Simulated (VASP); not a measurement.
A run of VASP 6.6.1:

INCAR

```
SYSTEM = As
PREC = Accurate
ENCUT = 520
EDIFF = 1E-6
ISMEAR = 0
SIGMA = 0.02
LREAL = .False.
LASPH = .True.
NELM = 120
ALGO = Normal
ISIF = 2
LWAVE = .False.
LCHARG = .False.
LDIPOL = .True.
IDIPOL = 3
DIPOL = 0.5 0.5 0.500
GGA = PE
NBANDS = 22
GGA_COMPAT = .False.
NELMDL = -8
```

KPOINTS

```
Automatic mesh
0
Gamma
  9 9 1
  0 0 0
```

File POSCAR:

```
As
1.0
    3.7860000000      0.0000000000      0.0000000000
   -1.8930000000      3.2787721787      0.0000000000
    0.0000000000      0.0000000000     28.0000000000
As
2
Direct
    0.3333333333      0.6666666667      0.5372500000
    0.6666666667      0.3333333333      0.4627500000
```

Potentials or basis: VASP PAW PBE potentials, release 64 (As_d).

Launch:

```sh
$ cat potpaw_PBE.64/As_d/POTCAR > POTCAR
$ mpirun -np 1 vasp_std > vasp.out
```

Hardware: 1 thread of AMD EPYC 7R43 64-Core Processor (Zen 3) (shared host).

**Question.** How long does it take, and how much memory?

**Answer.** Wall time 2.4 min on 1 thread of AMD EPYC 7R43 64-Core Processor (Zen 3), on a shared host, peak memory 0.41 GiB. Counts: scf iterations 24, k points 12.
